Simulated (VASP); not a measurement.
AgBr:

```xyz
2
Lattice="0.0000 2.9200 2.9200 2.9200 0.0000 2.9200 2.9200 2.9200 0.0000" Properties=species:S:1:pos:R:3 pbc="T T T"
Ag    0.0000    0.0000    0.0000
Br    2.9200    2.9200    2.9200
```

| Item | Value |
| --- | --- |
| Program | VASP 6.6.1 |
| Task | relaxation of cell and atoms |
| Functional | LDA |
| Potentials or basis | VASP PAW LDA potentials, release 64 (Ag, Br) |
| Cutoff | 500 eV |
| k mesh | 8 × 8 × 8 |
| Occupations | fermi-dirac, width 0.02 eV |
| Spin | no spin polarisation |

At the start: pressure -5.9 GPa; volume 24.90 Å³/atom.

Task: Where does the relaxation end?

Result: Over 3 steps the energy falls by 66.0 meV/atom and the volume is 21.79 Å³/atom (-12.5 %); space group Fm-3m (No. 225, to 0.1 Å) before and after.

The path:
```csv
step,energy change (eV),largest force (eV/Å),pressure (GPa),volume (Å³)
1,0.0000,0.0000,-5.91,49.80
2,-0.1320,0.0000,0.17,43.46
3,-0.1320,0.0000,0.00,43.58
```

Final structure:
```
CELL_PARAMETERS angstrom
0.00000 2.79309 2.79309
2.79309 0.00000 2.79309
2.79309 2.79309 0.00000
ATOMIC_POSITIONS crystal
Ag 0.00000 0.00000 0.00000
Br 0.50000 0.50000 0.50000
```
